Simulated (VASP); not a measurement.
Crystal: CdTe.

```
CELL_PARAMETERS angstrom
0.00000 3.47637 3.27990
3.47637 0.00000 3.27990
3.47637 3.47637 0.00000
ATOMIC_POSITIONS crystal
Cd 0.00000 0.00000 0.00000
Te 0.25000 0.25000 0.25000
```

This cell differs from its parent crystal: biaxial xy strain +6.0%.

Base run:

* Program: VASP 6.6.1
* Functional: PBE
* Potentials or basis: VASP PAW PBE potentials, release 64 (Cd, Te)
* Cutoff: 520 eV
* k mesh: 6 × 6 × 6
* Occupations: fermi-dirac, width 0.02 eV
* Spin: no spin polarisation

Its results: band gap on the k mesh 0.22 eV; pressure -2.5 GPa.

**Question.** The run is repeated on the same cell with these changes: functional from PBE to r2SCAN; occupations from fermi-dirac, width 0.02 eV to gaussian, width 0.01 eV. What comes out?

**Answer.** Band gap on the k mesh 0.67 eV; pressure -3.6 GPa.

Caveats: spin-orbit coupling is left out, which moves the levels of the heavy elements; the cell stands under tension (at least some runs); the PAW data sets were made with another functional, which shifts forces and pressure a little (at least some runs).

